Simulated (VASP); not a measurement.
Here is a VASP 6.6.1 calculation.

INCAR

```
SYSTEM = Cr
PREC = Accurate ; ENCUT = 520
EDIFF = 1E-6 ; ISMEAR = -1
SIGMA = 0.05 ; LREAL = .False.
LASPH = .True. ; NELM = 150
ALGO = Fast ; ISIF = 2
LWAVE = .False. ; LCHARG = .False.
ISPIN = 2 ; MAGMOM = 3 3
LORBIT = 11 ; LMAXMIX = 4
GGA = PS ; NBANDS = 23
```

Contents of KPOINTS:

```
regular mesh
0
Gamma
  9 9 5
  0 0 0
```

The input POSCAR:

```
Cr
1.0
    2.7140000000      0.0135700000      0.0000000000
   -1.3452480353      2.3436079459      0.0000000000
    0.0000000000      0.0000000000      4.4100000000
Cr
2
Direct
    0.6666666667      0.3333333333      0.7500000000
    0.3333333333      0.6666666667      0.2500000000
```

Potentials or basis: VASP PAW PBE potentials, release 64 (Cr_pv).

The run is started by

```bash
$ cat potpaw_PBE.64/Cr_pv/POTCAR > POTCAR
$ mpirun -np 1 vasp_std > vasp.out
```

(1) Estimate the largest force.

(2) Estimate the net moment.

(3) Predict the pressure.

(4) What does it give for the site moments?

## Answers

(1) 0.022 eV/Å.

(2) 1.59 μB per cell.

(3) -32.3 GPa.

(4) Cr +0.74 μB.

Caveat: the stress differs along the axes, from -34 to -29 GPa; an empty level that is flat over the whole mesh can mark a ghost state of the potentials, or a narrow d or f band; the PAW data sets were made with another functional, which shifts forces and pressure a little.
